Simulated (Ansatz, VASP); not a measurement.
Two plane-wave programs on KMgF3

```
K Mg F
1.0
     4.05364    0.00000    0.00000
     0.00000    4.05364    0.00000
     0.00000    0.00000    4.05364
K Mg F
1 1 3
Cartesian
  2.0268 2.0268 2.0268
  0.0000 0.0000 0.0000
  0.0000 2.0268 0.0000
  2.0268 0.0000 0.0000
  0.0000 0.0000 2.0268
```

Alike in both runs: functional PBE; k mesh 6 × 6 × 6; occupations gaussian, width 0.02 eV; no spin polarisation.

Ansatz relaxed the structure, and its values are those at the end. VASP's run is a single point on that final structure, the one shown.

|  | VASP | Ansatz |
| --- | --- | --- |
| version | VASP 6.6.1 | Ansatz 0.2.0 |
| potentials or method | VASP PAW PBE potentials, release 64 (K_sv, Mg, F), cutoff 520 eV | scalar-relativistic, plane waves, PAW |
| valence electrons in the cell | 32 | 40 |

|  | VASP | Ansatz | Ansatz less VASP |
| --- | --- | --- | --- |
| gap on the k mesh at the Fermi level (eV) | 6.93 | 6.96 | +0.031 |
| least direct gap on the mesh (eV) | 7.25 | 7.28 | +0.029 |
| pressure (GPa) | -0.4 | 0.0 | +0.42 |

The functional is the same, so the differences come from potentials, cutoffs and numerics. VASP's potentials hold 32 valence electrons a cell and Ansatz's 40, so a difference there can come from the potentials and not from the codes.
